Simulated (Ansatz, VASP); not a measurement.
Two plane-wave programs on AlP

INCAR

```
SYSTEM = AlP
ALGO = Normal
EDIFF = 1E-6
ENCUT = 500
GGA = PE
GGA_COMPAT = .False.
ISIF = 2
ISMEAR = 0
LASPH = .True.
LCHARG = .False.
LREAL = .False.
LWAVE = .False.
NBANDS = 11
NELM = 120
PREC = Accurate
SIGMA = 0.1
```

The input KPOINTS:

```
k-points
0
Gamma
  6 6 6
  0 0 0
```

The input POSCAR:

```
AlP
1.0
    0.0000000000      2.7320000000      2.7320000000
    2.7320000000      0.0000000000      2.7320000000
    2.7320000000      2.7320000000      0.0000000000
Al P
1 1
Direct
    0.0000000000      0.0000000000      0.0000000000
    0.2500000000      0.2500000000      0.2500000000
```

Input for Ansatz:

```yaml
crystal:
  lattice:
    - [0.0, 2.732, 2.732]
    - [2.732, 0.0, 2.732]
    - [2.732, 2.732, 0.0]
  atoms:
    - { symbol: Al, position: [0.0, 0.0, 0.0] }
    - { symbol: P, position: [0.25, 0.25, 0.25] }
basis:
  ecutwfc: 420
kpoints:
  mp_grid: { grid: [6, 6, 6] }
hamiltonian:
  xc: pbe
  pseudopotentials: { kind: paw, azcp: { folder: soft_1 } }
scf:
  occupations: { method: gaussian, width: 0.1 }
output:
  forces: true
  stress: true
  eigenvalues: true
```

Alike in both runs: task single point; functional PBE; k mesh 6 × 6 × 6; occupations gaussian, width 0.1 eV; no spin polarisation.

|  | VASP | Ansatz |
| --- | --- | --- |
| version | VASP 6.6.1 | Ansatz 0.2.0 |
| potentials or method | VASP PAW PBE potentials, release 64 (Al, P), cutoff 500 eV | scalar-relativistic, plane waves, PAW |
| valence electrons in the cell | 8 | 8 |

|  | VASP | Ansatz | Ansatz less VASP |
| --- | --- | --- | --- |
| gap on the k mesh at the Fermi level (eV) | 1.58 | 1.58 | +0.002 |
| least direct gap on the mesh (eV) | 3.29 | 3.29 | +0.002 |
| pressure (GPa) | 2.0 | 2.1 | +0.07 |

The functional is the same, so the differences come from potentials, cutoffs and numerics.
